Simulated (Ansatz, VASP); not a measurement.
## Sn in VASP and in Ansatz

Contents of INCAR:

```
SYSTEM = Sn
PREC = Accurate
ENCUT = 520
EDIFF = 1E-7
ISMEAR = 0
SIGMA = 0.1
LREAL = .FALSE.
LASPH = .TRUE.
NELM = 100
ALGO = Normal
ISIF = 2
LWAVE = .FALSE.
LCHARG = .FALSE.
GGA = PS
NBANDS = 21
```

The input KPOINTS:

```
regular mesh
0
G
  12 12 12
  0 0 0
```

File POSCAR:

```
Sn
1.0
    0.0000000000      3.1337525320      3.1337525320
    3.1337525320      0.0000000000      3.1337525320
    3.1337525320      3.1337525320      0.0000000000
Sn
2
Direct
    0.0000000000      0.0000000000      0.0000000000
    0.2500000000      0.2500000000      0.2500000000
```

Input for Ansatz:

```yaml
crystal:
  lattice:
    - [0.0, 3.133752532, 3.133752532]
    - [3.133752532, 0.0, 3.133752532]
    - [3.133752532, 3.133752532, 0.0]
  atoms:
    - { symbol: Sn, position: [0.0, 0.0, 0.0] }
    - { symbol: Sn, position: [0.25, 0.25, 0.25] }
basis:
  ecutwfc: 420
kpoints:
  mp_grid: { grid: [12, 12, 12] }
hamiltonian:
  xc: pbesol
scf:
  occupations: { method: gaussian, width: 0.1 }
output:
  forces: true
  stress: true
  eigenvalues: true
  write_density: true
  write_potential: true
  elf: true
  volumetric_format: npy
```

Alike in both runs: task single point; functional PBEsol; k mesh 12 × 12 × 12; occupations gaussian, width 0.1 eV; no spin polarisation.

|  | VASP | Ansatz |
| --- | --- | --- |
| version | VASP 6.6.1 | Ansatz 0.2.0 |
| potentials or method | VASP PAW PBE potentials, release 64 (Sn_d), cutoff 520 eV | scalar-relativistic, plane waves, PAW |
| valence electrons in the cell | 28 | 28 |

Ansatz gave:

- gap on the k mesh at the Fermi level (eV): none
- pressure (GPa): 7.2

Task: What did VASP give for the same quantities?

Result: gap on the k mesh at the Fermi level (eV): none; pressure (GPa): 7.1.

VASP's potentials were made for PBE, not for PBEsol. A gap of «none» marks a metal or a gap that the smearing closes.
